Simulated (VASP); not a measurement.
Input of a VASP 6.6.1 run:

INCAR

```
PREC = Accurate
ENCUT = 600
EDIFF = 1E-6
ISMEAR = -1
SIGMA = 0.05
LREAL = False
LASPH = True
NELM = 80
ALGO = Normal
ISIF = 3
LWAVE = False
LCHARG = False
GGA = PS
IBRION = 2
NSW = 60
EDIFFG = -0.01
```

The input KPOINTS:

```
Automatic mesh
0
Gamma
  13 13 8
```

File POSCAR:

```
Be
1.0
    2.2853000000      0.0000000000      0.0000000000
   -1.1426500000      1.9791278553      0.0000000000
    0.0000000000      0.0000000000      3.5842000000
Be
2
Direct
    0.6666666667      0.3333333333      0.7500000000
    0.3333333333      0.6666666667      0.2500000000
```

Potentials or basis: VASP PAW PBE potentials, release 64 (Be).

Run with:

```bash
$ cat potpaw_PBE.64/Be/POTCAR > POTCAR
$ mpirun -np 1 vasp_std > vasp.out
```

(1) Estimate the relaxed volume.

(2) Predict the relaxed cell.

(3) Estimate the space group after relaxing (to 0.05 Å).

Answers

(1) 7.86 Å³/atom.

(2) a = 2.263 Å, b = 2.263 Å, c = 3.546 Å, α = 90.00°, β = 90.00°, γ = 120.00°.

(3) P6_3/mmc (No. 194).

Caveat: the PAW data sets were made with another functional, which shifts forces and pressure a little.
